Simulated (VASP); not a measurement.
Input of a VASP 6.6.1 run:

File INCAR:

```
  ALGO = Normal
  EDIFF = 1E-7
  ENCUT = 520
  ISIF = 2
  ISMEAR = -1
  LASPH = True
  LCHARG = False
  LREAL = False
  LWAVE = False
  NBANDS = 10
  NELM = 80
  PREC = Accurate
  SIGMA = 0.1
```

KPOINTS

```
k-points
0
Gamma
  14 14 14
```

The input POSCAR:

```
Ir
1.0
    2.4225836467      0.0000000000      0.0000000000
    0.0000000000      2.4225836467      0.0000000000
    0.0000000000      0.0000000000      2.4225836467
Ir
1
Direct
    0.0000000000      0.0000000000      0.0000000000
```

Potentials or basis: VASP PAW LDA potentials, release 64 (Ir).

Run with:

```sh
$ cat potpaw_LDA.64/Ir/POTCAR > POTCAR
$ mpirun -np 1 vasp_std > vasp.out
```

Question: What does it give for the band gap on the k mesh?

Answer: Zero (an odd number of electrons rules out a gap without spin polarisation).

Question: What does it give for the pressure?

Answer: 52.0 GPa.

Caveat: the cell stands under pressure; spin-orbit coupling is left out, which moves the levels of the heavy elements.
